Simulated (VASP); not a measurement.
A run of VASP 6.6.1 is set up as follows.

Contents of INCAR:

```
SYSTEM = Nb
PREC = Accurate ; ENCUT = 520
EDIFF = 1E-6 ; ISMEAR = -1
SIGMA = 0.06122561905347299 ; LREAL = .False.
LASPH = .True. ; NELM = 100
ALGO = Normal ; ISIF = 2
LWAVE = .False. ; LCHARG = .True.
GGA = PE ; LELF = .True.
LVHAR = .True. ; NBANDS = 20
```

The input KPOINTS:

```
regular mesh
0
Gamma
  16 16 16
  0 0 0
```

File POSCAR:

```
Nb
1.0
    0.0000000000      3.0137474067      3.0137474067
    3.0137474067      0.0000000000      3.0137474067
    3.0137474067      3.0137474067      0.0000000000
Nb
2
Direct
    0.0000000000      0.0000000000      0.0000000000
    0.2500000000      0.2500000000      0.2500000000
```

Potentials or basis: VASP PAW PBE potentials, release 64 (Nb_sv).

Run with:

```console
$ cat potpaw_PBE.64/Nb_sv/POTCAR > POTCAR
$ mpirun -np 1 vasp_std > vasp.out
```

**Question.** Predict the band gap on the k mesh.

**Answer.** Zero (band 13 reaches 6.75 eV, above the bottom of band 14 at 5.44 eV).

**Question.** Estimate the pressure.

**Answer.** -3.5 GPa.
